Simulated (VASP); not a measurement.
## Sr: single point with LDA

Sr:

```
Sr
1.0
     3.07399    0.00000    0.00000
     0.00000    3.07399    0.00000
     0.00000    0.00000    3.07399
Sr
1
Direct
  0.00000 0.00000 0.00000
```

This isn't the form of Sr at room conditions, which is fcc.

- Program: VASP 6.6.1
- Task: single point
- Functional: LDA
- Potentials or basis: VASP PAW LDA potentials, release 64 (Sr_sv)
- Cutoff: 520 eV
- k mesh: 10 × 10 × 10
- Occupations: fermi-dirac, width 0.05 eV
- Spin: no spin polarisation

```yaml
Pressure: 12.4 GPa
Band_gap_on_the_k_mesh: zero (bands 5 and 6 overlap by 0.34 eV)
```

Levels at points of the mesh, in eV from the Fermi level:
```csv
k point,band 2,band 3,band 4,band 5,band 6,band 7,band 8,band 9
"(0.00, 0.00, 0.00)",-17.25,-17.25,-17.25,-3.76,0.09,0.09,8.43,8.43
"(0.50, 0.00, 0.00)",-19.14,-17.06,-17.06,-0.60,1.14,1.43,4.44,4.44
"(0.50, 0.50, 0.00)",-18.81,-18.81,-16.89,-2.04,1.61,5.36,5.36,5.81
"(0.50, 0.50, 0.50)",-18.52,-18.52,-18.52,-0.28,-0.28,-0.28,5.60,11.19
```

Wall time 16 s on 1 thread of AMD EPYC 7R13, on a shared host, peak memory 0.11 GiB.

Caveat: the cell stands under pressure.
